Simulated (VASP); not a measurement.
**HfN: relaxation of cell and atoms with PBE**

HfN:

```
Hf N
1.0
     4.01667    0.00000    0.00000
     0.00000    2.07097    1.99676
     0.00000   -2.07097    1.99676
Hf N
1 1
Direct
  0.00000 0.05013 0.05013
  0.50000 0.89024 0.89024
```

* Program: VASP 6.6.1
* Task: relaxation of cell and atoms
* Functional: PBE
* Potentials or basis: VASP PAW PBE potentials, release 64 (Hf_pv, N)
* Cutoff: 600 eV
* k mesh: 4 × 6 × 6
* Occupations: gaussian, width 0.1 eV
* Spin: no spin polarisation
* Dipole correction: no
* Further INCAR settings: ALGO = Normal; EDIFF = 1e-06; IBRION = 2; EDIFFG = -0.04; NSW = 90; ISIF = 3

```
Relaxed volume                         : 12.01 Å³/atom
Relaxed cell                           : a = 2.905 Å, b = 3.082 Å, c = 3.082 Å, α = 60.50°, β = 90.00°, γ = 90.00°
Space group after relaxing (to 0.05 Å) : P-6m2 (No. 187)
Energy gained by relaxing              : 1806.5 meV/atom
Ionic steps                            : 26
Pressure after relaxing                : 0.0 GPa
Largest force after relaxing           : 0.024 eV/Å
```

Forces on the atoms (eV/Å):
```
Hf   0.000  0.000  0.024
N    0.000  0.000 -0.024
```

Stress tensor (GPa, compression positive):
```
 0.14  0.00  0.00
 0.00 -0.26  0.00
 0.00  0.00  0.09
```

The path:
```tsv
step	energy change (eV)	largest force (eV/Å)	pressure (GPa)	volume (Å³)
1	0.0000	0.5024	-5.54	33.22
2	0.2438	6.6627	49.22	29.88
3	-0.5404	2.2703	10.98	31.77
4	-0.5448	2.5095	13.18	31.63
5	-1.2206	1.2607	-1.53	34.38
6	-1.2488	1.2243	-19.09	37.17
7	-1.3933	0.3587	-9.87	35.57
8	-1.4050	0.0001	-12.16	35.94
9	-1.6014	0.0913	-18.14	33.09
10	-1.5997	0.3548	-17.22	33.58
11	-2.2981	1.1752	-13.85	29.17
12	1.6107	4.8260	191.67	17.17
13	-2.5854	1.1270	-10.54	27.46
14	-2.6702	0.3001	23.76	22.77
15	-2.8024	0.9445	-0.50	25.33
16	-3.3778	0.1515	15.90	22.85
17	-3.3788	0.0769	17.47	22.72
18	-3.5889	0.1924	-0.19	24.04
19	-3.5948	0.2046	-3.67	24.36
20	-3.5949	0.2035	-3.31	24.33
21	-3.6066	0.1914	-0.94	24.09
22	-3.6091	0.1832	0.80	23.92
23	-3.6115	0.1335	0.43	23.97
24	-3.6127	0.0707	-0.12	24.03
25	-3.6128	0.0610	-0.22	24.04
26	-3.6130	0.0239	-0.01	24.02
```

Final structure:
```cif
data_structure
_symmetry_space_group_name_H-M 'P 1'
_symmetry_Int_Tables_number 1
_cell_length_a 2.9054
_cell_length_b 3.0819
_cell_length_c 3.0819
_cell_angle_alpha 60.497
_cell_angle_beta 90.000
_cell_angle_gamma 90.000
_cell_volume 24.02
loop_
_atom_site_label
_atom_site_type_symbol
_atom_site_fract_x
_atom_site_fract_y
_atom_site_fract_z
_atom_site_occupancy
Hf1 Hf 0.00000 0.13698 0.13698 1
N1 N 0.50000 0.80339 0.80339 1
```

Levels at points of the mesh, in eV from the Fermi level:
```
           k point  band 4  band 5  band 6  band 7  band 8  band 9  band 10  band 11
(0.00, 0.00, 0.00)  -16.22   -3.57   -3.44   -2.37   -1.71    2.04     4.73     4.89
(0.50, 0.00, 0.00)  -13.78   -7.81   -2.75   -2.68    1.38    1.56     3.77     4.29
(0.00, 0.50, 0.00)  -14.30   -6.77   -3.42   -2.27   -1.84    4.80     4.99     6.41
(0.50, 0.50, 0.00)  -14.47   -5.84   -4.77   -4.35    0.65    4.97     6.57     7.95
(0.00, 0.50, 0.50)  -14.28   -6.73   -3.42   -2.34   -1.83    4.80     4.91     6.44
(0.50, 0.50, 0.50)  -14.46   -5.85   -4.77   -4.46    0.75    4.96     6.62     7.97
```

Wall time 2.6 min on 1 thread of Intel(R) Xeon(R) Platinum 8375C CPU @ 2.90GHz (Ice Lake), with other jobs on the host, peak memory 0.18 GiB.

Caveat: the k points lie up to 0.54 Å⁻¹ apart in the final cell; the volume moved by over 15 % at a fixed basis, so the end points are rough; spin-orbit coupling is left out, which moves the levels of the heavy elements.
